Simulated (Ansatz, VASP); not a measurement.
Co: VASP beside Ansatz

File INCAR:

```
SYSTEM = Co
ALGO = Normal ; EDIFF = 1E-8
ENCUT = 520 ; GGA = PE
ISIF = 2 ; ISMEAR = -1
ISPIN = 2 ; LASPH = .TRUE.
LCHARG = .FALSE. ; LEFG = .TRUE.
LMAXMIX = 4 ; LORBIT = 11
LREAL = .FALSE. ; LWAVE = .FALSE.
MAGMOM = 2 2 ; NBANDS = 20
NELM = 150 ; PREC = Accurate
SIGMA = 0.05
```

Contents of KPOINTS:

```
k-points
0
G
  19 19 10
  0 0 0
```

The input POSCAR:

```
Co
1.0
    2.5356834805      0.0000000000      0.0000000000
   -1.2678417403      2.1959663102      0.0000000000
    0.0000000000      0.0000000000      4.1180935048
Co
2
Direct
    0.3333333333      0.6666666667      0.2500000000
    0.6666666667      0.3333333333      0.7500000000
```

Input for Ansatz:

```yaml
crystal:
  lattice:
    - [2.5356834805, 0.0, 0.0]
    - [-1.2678417403, 2.1959663102, 0.0]
    - [0.0, 0.0, 4.1180935048]
  atoms:
    - { symbol: Co, position: [0.3333333333, 0.6666666667, 0.25], spin: 2.0 }
    - { symbol: Co, position: [0.6666666667, 0.3333333333, 0.75], spin: 2.0 }
magnetization:
  spin_polarized: true
kpoints:
  mp_grid: { grid: [19, 19, 10] }
scf:
  occupations: { method: fermi_dirac, width: 0.05 }
hamiltonian:
  xc: pbe
  pseudopotentials: { kind: paw }
output:
  forces: true
  stress: true
  eigenvalues: true
  efg: { contact_densities: true }
  write_density: true
  write_potential: true
  elf: true
  volumetric_format: npy
```

Change from the starting cell: volume scaled by 1.02, PAW files.

Alike in both runs: task electric field gradients; functional PBE; k mesh 19 × 19 × 10; occupations fermi-dirac, width 0.05 eV; collinear spin.

|  | VASP | Ansatz |
| --- | --- | --- |
| version | VASP 6.6.1 | Ansatz 0.2.0 |
| potentials or method | VASP PAW PBE potentials, release 64 (Co) | PAW with Ansatz's default frozen-core files, scalar-relativistic |
| plane-wave cutoff (eV) | 520 | 420 |
| valence electrons in the cell | 18 | 34 |

VASP gave:

* pressure (GPa): -10.5
* traceless stress, the component that is largest in VASP (GPa): -0.81
* net moment per atom (μB): 1.65
* size of the moment on the site where the two differ most (μB): 1.68
* size of Vzz on the site where it differs most (V/Å²): 1.9

Question: Which values does Ansatz return?

Answer: Pressure (GPa): -10.0; traceless stress, the component that is largest in VASP (GPa): -0.66; net moment per atom (μB): 1.66; size of the moment on the site where the two differ most (μB): 1.74; size of Vzz on the site where it differs most (V/Å²): 1.9.

Site moments also hang on the region over which each program counts them. VASP's potentials hold 18 valence electrons a cell and Ansatz's 34, so a difference there can come from the potentials and not from the codes.
